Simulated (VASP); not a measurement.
# InP in VASP: single point with PBE

Aim: the single point of InP with PBE.

All numbers are computed with VASP 6.6.1; they aren't measurements. Logs are shortened: lines on timing, memory, paths and dates and some standing lists are left out, and cuts for length are marked.

## (1) The cell of the first run

The cell holds a wire or tube with vacuum around it, 4 atoms: a = 11.600 Å, b = 9.300 Å, c = 5.094 Å, α = 90.00°, β = 90.00°, γ = 90.00°.

## (2) Single point, PBE, collinear spin

Contents of INCAR:

```
PREC = Accurate ; ENCUT = 520
EDIFF = 1E-7 ; ISMEAR = 0
SIGMA = 0.05 ; LREAL = F
LASPH = T ; NELM = 150
ALGO = Normal ; ISIF = 2
LWAVE = F ; LCHARG = T
ISPIN = 2 ; MAGMOM = 0.5 0.5 0.5 0.5
LORBIT = 11 ; GGA = PE
LELF = T ; LVHAR = T
NBANDS = 30
```

Contents of KPOINTS:

```
Automatic mesh
0
Gamma
  1 1 13
```

Contents of POSCAR:

```
InP
1.0
   11.6000000000      0.0000000000      0.0000000000
    0.0000000000      9.3000000000      0.0000000000
    0.0000000000      0.0000000000      5.0940145944
In P
2 2
Direct
    0.3971345137      0.5000000000      0.0000000000
    0.6028654863      0.5000000000      0.5000000000
    0.3817824219      0.5000000000      0.5000000000
    0.6182175781      0.5000000000      0.0000000000
```

Potentials or basis: VASP PAW PBE potentials, release 64 (In_d, P).

The run is started by

```bash
$ cat potpaw_PBE.64/In_d/POTCAR potpaw_PBE.64/P/POTCAR > POTCAR
$ mpirun -np 1 vasp_std > vasp.out
```

OUTCAR:

```text
PREC = Accurate
   ENCUT = 520
   EDIFF = 1E-7
   ISMEAR = 0
   LREAL = F
   LASPH = T
   NELM = 150
   ISIF = 2
   ISPIN = 2
   LORBIT = 11
   GGA = PE

 ion  position               nearest neighbor table
   1  0.397  0.500  0.000-   3 2.55   3 2.55   4 2.56   2 3.49   2 3.49
   2  0.603  0.500  0.500-   4 2.55   4 2.55   3 2.56   1 3.49   1 3.49
   3  0.382  0.500  0.500-   1 2.55   1 2.55   2 2.56
   4  0.618  0.500  0.000-   2 2.55   2 2.55   1 2.56

  LATTYP: Found a simple orthorhombic cell.
 ALAT       =     5.0940145944
 B/A-ratio  =     1.8256720368
 C/A-ratio  =     2.2771823255

  Lattice vectors:

 A1 = (   0.0000000000,   0.0000000000,  -5.0940145944)
 A2 = (   0.0000000000,   9.3000000000,   0.0000000000)
 A3 = (  11.6000000000,   0.0000000000,   0.0000000000)

Analysis of symmetry for initial positions (statically):
=====================================================================
 Subroutine PRICEL returns:
 Original cell was already a primitive cell.

 Routine SETGRP: Setting up the symmetry group for a
 simple orthorhombic supercell.

 Subroutine GETGRP returns: Found  8 space group operations
 (whereof  4 operations were pure point group operations)
 out of a pool of  8 trial point group operations.

The static configuration has the point symmetry C_2v.
 The point group associated with its full space group is D_2h.

Analysis of symmetry for dynamics (positions and initial velocities):
=====================================================================
 Subroutine PRICEL returns:
 Original cell was already a primitive cell.

 Routine SETGRP: Setting up the symmetry group for a
 simple orthorhombic supercell.

 Subroutine GETGRP returns: Found  8 space group operations
 (whereof  4 operations were pure point group operations)
 out of a pool of  8 trial point group operations.

The dynamic configuration has the point symmetry C_2v.
 The point group associated with its full space group is D_2h.

Analysis of structural, dynamic, and magnetic symmetry:
=====================================================================
 Subroutine PRICEL returns:
 Original cell was already a primitive cell.

 Routine SETGRP: Setting up the symmetry group for a
 simple orthorhombic supercell.

 Subroutine GETGRP returns: Found  8 space group operations
 (whereof  4 operations were pure point group operations)
 out of a pool of  8 trial point group operations.

The overall configuration has the point symmetry C_2v.
 The point group associated with its full space group is D_2h.

 Subroutine INISYM returns: Found  8 space group operations
 (whereof  4 operations are pure point group operations),
 and found     1 'primitive' translations

----------------------------------------------------------------------------------------

                                     Primitive cell

  volume of cell :     549.5423

  direct lattice vectors                    reciprocal lattice vectors
    11.600000000  0.000000000  0.000000000     0.086206897  0.000000000  0.000000000
     0.000000000  9.300000000  0.000000000     0.000000000  0.107526882  0.000000000
     0.000000000  0.000000000  5.094014594     0.000000000  0.000000000  0.196308821

  length of vectors
    11.600000000  9.300000000  5.094014594     0.086206897  0.107526882  0.196308821

  position of ions in fractional coordinates (direct lattice)
     0.397134514  0.500000000  0.000000000
     0.602865486  0.500000000  0.500000000
     0.381782422  0.500000000  0.500000000
     0.618217578  0.500000000  0.000000000

  ion indices of the primitive-cell ions
   primitive index   ion index
                 1           1
                 2           2
                 3           3
                 4           4

----------------------------------------------------------------------------------------

 KPOINTS: Automatic mesh

Automatic generation of k-mesh.
 Grid dimensions read from file:
 generate k-points for:    1    1   13

 Generating k-lattice:

  Cartesian coordinates                     Fractional coordinates (reciprocal lattice)
     0.086206897  0.000000000  0.000000000     1.000000000  0.000000000  0.000000000
     0.000000000  0.107526882  0.000000000     0.000000000  1.000000000  0.000000000
     0.000000000  0.000000000  0.015100679     0.000000000  0.000000000  0.076923077

  Length of vectors
     0.086206897  0.107526882  0.015100679

  Shift w.r.t. Gamma in fractional coordinates (k-lattice)
     0.000000000  0.000000000  0.000000000

 Subroutine IBZKPT returns following result:
 ===========================================

 Found      7 irreducible k-points:

 Following reciprocal coordinates:
            Coordinates               Weight
  0.000000  0.000000  0.000000      1.000000
  0.000000  0.000000  0.076923      2.000000
  0.000000  0.000000  0.153846      2.000000
  0.000000  0.000000  0.230769      2.000000
  0.000000  0.000000  0.307692      2.000000
  0.000000  0.000000  0.384615      2.000000
  0.000000  0.000000  0.461538      2.000000
   k-points           NKPTS =      7   k-points in BZ     NKDIM =      7   number of bands    NBANDS=     30
   number of dos      NEDOS =    301   number of ions     NIONS =      4
   total plane-waves  NPLWV = 252000
   dimension x,y,z NGX =    90 NGY =   70 NGZ =   40
   dimension x,y,z NGXF=   180 NGYF=  140 NGZF=   80
   ions per type =               2   2
   NGX,Y,Z   is equivalent  to a cutoff of  12.90, 12.51, 13.05 a.u.
   NGXF,Y,Z  is equivalent  to a cutoff of  25.80, 25.03, 26.11 a.u.
 SYSTEM =  unknown system
   PREC   = accura    normal or accurate (medium, high low for compatibility)
   ISTART =      0    job   : 0-new  1-cont  2-samecut
   ICHARG =      2    charge: 1-file 2-atom 10-const
   ISPIN  =      2    spin polarized calculation?
   LNONCOLLINEAR =      F non collinear calculations
   LSORBIT =      F    spin-orbit coupling
   LASPH  =      T    aspherical Exc in radial PAW
   ENCUT  =  520.0 eV  38.22 Ry    6.18 a.u.  21.57 17.29  9.47*2*pi/ulx,y,z
   NELM   =    150;   NELMIN=  2; NELMDL= -5     # of ELM steps
   EDIFF  = 0.1E-06   stopping-criterion for ELM
   LREAL  =      F    real-space projection
   EDIFFG = 0.1E-05   stopping-criterion for IOM
   NSW    =      0    number of steps for IOM
   IBRION =     -1    ionic relax: 0-MD 1-quasi-New 2-CG
   NFREE  =      0    steps in history (QN), initial steepest desc. (CG)
   ISIF   =      2    stress and relaxation
   ISYM   =      2    0-nonsym 1-usesym 2-fastsym
   POTIM  = 0.5000    time-step for ionic-motion
   TEBEG  =    0.0;   TEEND  =   0.0 temperature during run
   PSTRESS=    0.0 pullay stress
   NELECT =      36.0000    total number of electrons
   NUPDOWN=      -1.0000    fix difference up-down
   EMIN   =  10.00;   EMAX   =-10.00  energy-range for DOS
   EFERMI =   0.00;   METHOD = LEGACY
   ISMEAR =     0;   SIGMA  =   0.05  broadening in eV -4-tet -1-fermi 0-gaus
   EFERMI_NEDOS =   21; number of points for ismear=-14 and -15
   IALGO  =     38    algorithm
   IMIX   =      4    mixing-type and parameters
     AMIX     =   0.40;   BMIX     =  1.00
     AMIX_MAG =   1.60;   BMIX_MAG =  1.00
  volume/ion in A,a.u.               =     137.39       927.12
  Fermi-wavevector in a.u.,A,eV,Ry     =   0.659946  1.247118  5.925734  0.435529
  Thomas-Fermi vector in A             =   1.732241
   LORBIT       =     11    0 simple, 1 ext, 2 COOP (PROOUT), +10 PAW based schemes
   GGA     = PE    functional components
   LHFCALC =     F    Hartree Fock is set to
   AEXX    =    0.0000 exact exchange contribution
   IVDW    =     0    specifies the selected vdW correction
   LEPSILON=     F    determine dielectric tensor
   LRPA    =     F    only Hartree local field effects (RPA)
 spin polarized calculation
 Gauss-broadening in eV      SIGMA  =   0.05
  energy-cutoff  :      520.00
  volume of cell :      549.54
 maximum number of plane-waves:     14839
 NGX is ok and might be reduce to    90
   NGX = 43   NGY = 35   NGZ = 19

 number of electron      36.0000017 magnetization       0.4615482

 Free energy of the ion-electron system (eV)
  ---------------------------------------------------
  ext. energy  EPLUGINS =         0.00000000
  ---------------------------------------------------
  free energy    TOTEN  =       -13.21919542 eV

  energy without entropy =      -13.21268351  energy(sigma->0) =      -13.21593946

 E-fermi :  -3.0178     XC(G=0):  -2.8574

 val. band max:       -3.0289718390   @ k =   0.0000   0.0000   0.3846
 cond. band min:      -3.0130357079   @ k =   0.0000   0.0000   0.1538
 fundamental gap:      0.0159361311
 Fermi energy:        -3.0178111262

 spin component 1

 k-point     1 :       0.0000    0.0000    0.0000
  band No.  band energies     occupation
      1     -17.5791      1.00000
      2     -17.4925      1.00000
      3     -17.2541      1.00000
      4     -17.2501      1.00000
      5     -17.2499      1.00000
      6     -17.2311      1.00000
[... 22 lines left out ...]
     29       3.6343      0.00000
     30       3.6675      0.00000

 k-point     2 :       0.0000    0.0000    0.0769
  band No.  band energies     occupation
      1     -17.5711      1.00000
      2     -17.4870      1.00000
      3     -17.2660      1.00000
      4     -17.2506      1.00000
      5     -17.2369      1.00000
      6     -17.2325      1.00000
[... 22 lines left out ...]
     29       3.6376      0.00000
     30       3.7537      0.00000

 k-point     3 :       0.0000    0.0000    0.1538
  band No.  band energies     occupation
      1     -17.5479      1.00000
      2     -17.4716      1.00000
      3     -17.2787      1.00000
      4     -17.2519      1.00000
      5     -17.2360      1.00000
      6     -17.2261      1.00000
[... 98 lines left out ...]
      6     -17.2491      1.00000
[... 22 lines left out ...]
     29       3.2343      0.00000
     30       3.2351      0.00000

 k-point     7 :       0.0000    0.0000    0.4615
  band No.  band energies     occupation
      1     -17.3954      1.00000
      2     -17.3885      1.00000
      3     -17.3109      1.00000
      4     -17.2960      1.00000
      5     -17.2543      1.00000
      6     -17.2523      1.00000
[... 22 lines left out ...]
     29       3.2070      0.00000
     30       3.3112      0.00000
 Fermi energy:        -3.0178111262

 spin component 2

 k-point     1 :       0.0000    0.0000    0.0000
  band No.  band energies     occupation
      1     -17.5732      1.00000
      2     -17.4918      1.00000
      3     -17.2581      1.00000
      4     -17.2528      1.00000
      5     -17.2503      1.00000
      6     -17.2340      1.00000
[... 22 lines left out ...]
     29       3.6487      0.00000
     30       3.7776      0.00000

 k-point     2 :       0.0000    0.0000    0.0769
  band No.  band energies     occupation
      1     -17.5654      1.00000
      2     -17.4865      1.00000
      3     -17.2696      1.00000
      4     -17.2508      1.00000
      5     -17.2403      1.00000
      6     -17.2352      1.00000
[... 22 lines left out ...]
     29       3.7215      0.00000
     30       3.7701      0.00000

 k-point     3 :       0.0000    0.0000    0.1538
  band No.  band energies     occupation
      1     -17.5431      1.00000
      2     -17.4717      1.00000
      3     -17.2823      1.00000
      4     -17.2521      1.00000
      5     -17.2382      1.00000
      6     -17.2283      1.00000
[... 121 lines left out ...]
     29       3.2605      0.00000
     30       3.2795      0.00000

 k-point     7 :       0.0000    0.0000    0.4615
  band No.  band energies     occupation
      1     -17.3973      1.00000
      2     -17.3917      1.00000
      3     -17.3127      1.00000
      4     -17.2973      1.00000
      5     -17.2548      1.00000
      6     -17.2530      1.00000
[... 22 lines left out ...]
     29       3.2332      0.00000
     30       3.3929      0.00000

------------------------ aborting loop because EDIFF is reached ----------------------------------------

  FORCE on cell =-STRESS in cart. coord.  units (eV):
  Direction    XX          YY          ZZ          XY          YZ          ZX
  --------------------------------------------------------------------------------------
  -------------------------------------------------------------------------------------
  Total       -0.0680068      0.0315054     -0.0668951      0.0000000      0.0000000      0.0000000
  in kB       -0.1982721      0.0918533     -0.1950310      0.0000000      0.0000000      0.0000000
  external PRESSURE =      -0.1004832 kB  Pullay stress =       0.0000000 kB

 VOLUME and BASIS-vectors are now :
 -----------------------------------------------------------------------------
  energy-cutoff  :      520.00
  volume of cell :      549.54
      direct lattice vectors                 reciprocal lattice vectors
    11.600000000  0.000000000  0.000000000     0.086206897  0.000000000  0.000000000
     0.000000000  9.300000000  0.000000000     0.000000000  0.107526882  0.000000000
     0.000000000  0.000000000  5.094014594     0.000000000  0.000000000  0.196308821

 POSITION                                       TOTAL-FORCE (eV/Angst)
 -----------------------------------------------------------------------------------
      4.60676      4.65000      0.00000         0.002680      0.000000      0.000000
      6.99324      4.65000      2.54701        -0.002680      0.000000      0.000000
      4.42868      4.65000      2.54701        -0.000851      0.000000      0.000000
      7.17132      4.65000      0.00000         0.000851      0.000000      0.000000
 -----------------------------------------------------------------------------------
    total drift:                                0.000000      0.000000      0.000000

  FREE ENERGIE OF THE ION-ELECTRON SYSTEM (eV)
  ---------------------------------------------------
  free  energy   TOTEN  =       -13.2191954176 eV

  energy  without entropy=      -13.2126835101  energy(sigma->0) =      -13.21593946

 total charge

# of ion       s       p       d       tot
------------------------------------------
    1        0.933   0.558   9.878  11.369
    2        0.933   0.558   9.878  11.369
    3        1.081   1.374   0.000   2.455
    4        1.081   1.374   0.000   2.455
--------------------------------------------------
tot          4.029   3.864  19.756  27.648

 magnetization (x)

# of ion       s       p       d       tot
------------------------------------------
    1       -0.004  -0.010   0.003  -0.010
    2       -0.004  -0.010   0.003  -0.010
    3        0.003   0.100   0.000   0.103
    4        0.003   0.100   0.000   0.103
--------------------------------------------------
tot         -0.001   0.180   0.006   0.185
```

Run time: 11 min. Hardware: 1 thread of Intel Xeon Platinum 8488C (Sapphire Rapids), shared host; peak memory 0.8 GiB.

What came out:

* Free energy: -13.2192 eV
* Net moment: 0.46 μB per cell
* Site moments: In -0.01; P +0.10 μB
* Valence electrons inside the program's atomic spheres: In 11.37; P 2.46

Forces in eV/Å, atoms in the order of the input:
```
In   0.003  0.000  0.000
In  -0.003  0.000  0.000
P   -0.001  0.000  0.000
P    0.001  0.000  0.000
```

Caveat: a moment this small can come from the mesh or the smearing; spin-orbit coupling is left out, which moves the levels of the heavy elements.
